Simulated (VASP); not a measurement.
Here is a VASP 6.6.1 calculation.

Contents of POSCAR:

```
KI
1.0
    0.0000000000      3.9658943916      3.9658943916
    3.9658943916      0.0000000000      3.9658943916
    3.9658943916      3.9658943916      0.0000000000
K I
1 1
Direct
    0.0000000000      0.0000000000      0.0000000000
    0.2500000000      0.2500000000      0.2500000000
```

INCAR.step1

```
SYSTEM = KI
PREC     = Accurate       ! precision mode
ENCUT    = 520            ! plane-wave cutoff, eV
ISMEAR   = 0              ! smearing method
SIGMA    = 0.01           ! smearing width, eV
LREAL    = .False.        ! projectors in reciprocal space
LASPH    = .True.         ! aspherical terms in the spheres
NELM     = 60             ! most SCF steps
NBANDS   = 15             ! bands
GGA      = PE             ! functional
ALGO     = Normal         ! electronic algorithm
EDIFF    = 1E-4           ! SCF threshold, eV
LWAVE    = .True.         ! write WAVECAR
LCHARG   = .False.        ! write CHGCAR
```

File INCAR.step2:

```
SYSTEM = KI
PREC     = Accurate       ! precision mode
ENCUT    = 520            ! plane-wave cutoff, eV
EDIFF    = 1E-7           ! SCF threshold, eV
ISMEAR   = 0              ! smearing method
SIGMA    = 0.01           ! smearing width, eV
LREAL    = .False.        ! projectors in reciprocal space
LASPH    = .True.         ! aspherical terms in the spheres
NELM     = 60             ! most SCF steps
ALGO     = Normal         ! electronic algorithm
ISIF     = 2              ! what is computed and relaxed
LWAVE    = .False.        ! write WAVECAR
LCHARG   = .False.        ! write CHGCAR
METAGGA  = R2SCAN         ! meta-GGA
LMIXTAU  = .True.       
NBANDS   = 15             ! bands
ISTART   = 1
```

The input KPOINTS:

```
regular mesh
0
Gamma
  6 6 6
  0 0 0
```

Potentials or basis: VASP PAW PBE potentials, release 64 (K_sv, I).

The run is started by

```console
$ cat potpaw_PBE.64/K_sv/POTCAR potpaw_PBE.64/I/POTCAR > POTCAR
$ cp INCAR.step1 INCAR
$ mpirun -np 1 vasp_std > vasp.out
$ cp INCAR.step2 INCAR
$ mpirun -np 1 vasp_std > vasp.out
```

Problem. Estimate the pressure.

Solution. 0.0 GPa.

Problem. Predict the band gap on the k mesh.

Solution. 4.47 eV, indirect (the least direct gap lies 2.7 meV higher).

Caveat: the PAW data sets were made with another functional, which shifts forces and pressure a little; spin-orbit coupling is left out, which moves the levels of the heavy elements. r2SCAN opens gaps a little over a GGA but as a rule still falls short of measured ones.
